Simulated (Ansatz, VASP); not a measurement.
CdTe in VASP and in Ansatz

INCAR

```
SYSTEM = CdTe
  ALGO = Normal
  EDIFF = 1E-7
  ENCUT = 520
  GGA = PS
  GGA_COMPAT = .False.
  ISIF = 2
  ISMEAR = -1
  LASPH = .True.
  LCHARG = .False.
  LNONCOLLINEAR = .True.
  LORBIT = 11
  LORBMOM = .True.
  LREAL = .False.
  LSORBIT = .True.
  LWAVE = .False.
  MAGMOM = 0 0 0 0 0 0
  NBANDS = 30
  NELM = 150
  PREC = Accurate
  SIGMA = 0.05
```

The input KPOINTS:

```
k-points
0
Gamma
  7 7 7
  0 0 0
```

The input POSCAR:

```
CdTe
1.0
    0.0000000000      3.2050000000      3.2050000000
    3.2050000000      0.0000000000      3.2050000000
    3.2050000000      3.2050000000      0.0000000000
Te Cd
1 1
Direct
    0.7500000000      0.7500000000      0.7500000000
    0.0000000000      0.0000000000      0.0000000000
```

File input.yaml:

```yaml
crystal:
  lattice:
    - [0.0, 3.205, 3.205]
    - [3.205, 0.0, 3.205]
    - [3.205, 3.205, 0.0]
  atoms:
    - { symbol: Te, position: [0.75, 0.75, 0.75] }
    - { symbol: Cd, position: [0.0, 0.0, 0.0] }
hamiltonian:
  xc: pbesol
  pseudopotentials: { kind: paw_fr }
magnetization:
  noncollinear: true
  spin_orbit: true
kpoints:
  mp_grid: { grid: [7, 7, 7] }
  band_path:
    path:
      - [[0.0, 0.0, 0.0], [0.5, 0.0, 0.5], [0.5, 0.25, 0.75], [0.375, 0.375, 0.75], [0.0, 0.0, 0.0], [0.5, 0.5, 0.5], [0.625, 0.25, 0.625], [0.5, 0.25, 0.75], [0.5, 0.5, 0.5], [0.375, 0.375, 0.75]]
      - [[0.625, 0.25, 0.625], [0.5, 0.0, 0.5]]
    npoints: 14
scf:
  occupations: { method: fermi_dirac, width: 0.05 }
  n_extra_bands: 6
output:
  forces: true
  stress: true
  eigenvalues: true
  fatbands: false
```

Alike in both runs: functional PBEsol; k mesh 7 × 7 × 7; occupations fermi-dirac, width 0.05 eV; non-collinear spin, spin-orbit coupling.

|  | VASP | Ansatz |
| --- | --- | --- |
| version | VASP 6.6.1 | Ansatz 0.2.0 |
| potentials or method | VASP PAW PBE potentials, release 64 (Te, Cd) | Ansatz PAW |
| plane-wave cutoff (eV) | 520 | 420 |
| valence electrons in the cell | 18 | 36 |
| task | single point | band structure |

VASP gave:

```
pressure (GPa)           : 1.9
net moment per atom (μB) : 0.00
```

Problem. Which values does Ansatz return?

Solution. Pressure (GPa): 1.7; net moment per atom (μB): 0.00.

VASP's potentials were made for PBE, not for PBEsol. VASP's potentials hold 18 valence electrons a cell and Ansatz's 36, so a difference there can come from the potentials and not from the codes.
